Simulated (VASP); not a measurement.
Write the native input for VASP 6.6.1 that does the following.

| Property | Result |
| --- | --- |
| Task | relaxation of cell and atoms |
| Functional | PBE |
| Potentials or basis | VASP PAW PBE potentials, release 64 (Au) |
| Cutoff | 600 eV |
| k mesh | 18 × 18 × 18 |
| Occupations | gaussian, width 0.1 eV |
| Spin | no spin polarisation |
| Target pressure | -3 GPa |
| Dipole correction | no |
| Further INCAR settings | ALGO = Normal; EDIFF = 1e-06; IBRION = 2; EDIFFG = -0.008; NSW = 70; ISIF = 3 |

The structure of Au lies in POSCAR:

```
Au
1.0
    0.0000000000      2.0986716933      2.0986716933
    2.0986716933      0.0000000000      2.0986716933
    2.0986716933      2.0986716933      0.0000000000
Au
1
Direct
    0.0000000000      0.0000000000      0.0000000000
```

The input as run:

INCAR

```
ALGO = Normal
EDIFF = 1E-6
EDIFFG = -0.008
ENCUT = 600
GGA = PE
IBRION = 2
ISIF = 3
ISMEAR = 0
LASPH = True
LCHARG = False
LREAL = False
LWAVE = False
NELM = 100
NSW = 70
PREC = Accurate
PSTRESS = -30.0
SIGMA = 0.1
```

KPOINTS

```
k-points
0
Gamma
  18 18 18
```

Potentials or basis: VASP PAW PBE potentials, release 64 (Au).

The run is started by

```bash
$ cat potpaw_PBE.64/Au/POTCAR > POTCAR
$ mpirun -np 1 vasp_std > vasp.out
```

It gave:

```
Relaxed volume                                         : 18.36 Å³/atom
Relaxed cell                                           : a = 2.961 Å, b = 2.961 Å, c = 2.961 Å, α = 60.00°, β = 60.00°, γ = 60.00°
Space group after relaxing (to 0.05 Å)                 : Fm-3m (No. 225)
Energy change on relaxing (the enthalpy is what falls) : -2.7 meV/atom
Ionic steps                                            : 3
Pressure after relaxing                                : -3.0 GPa
```

Caveat: the cell is relaxed towards a set pressure, so the enthalpy falls and the energy may rise.

It took 69 s on 1 thread of AMD EPYC 7R13, on a shared host, peak memory 0.18 GiB.
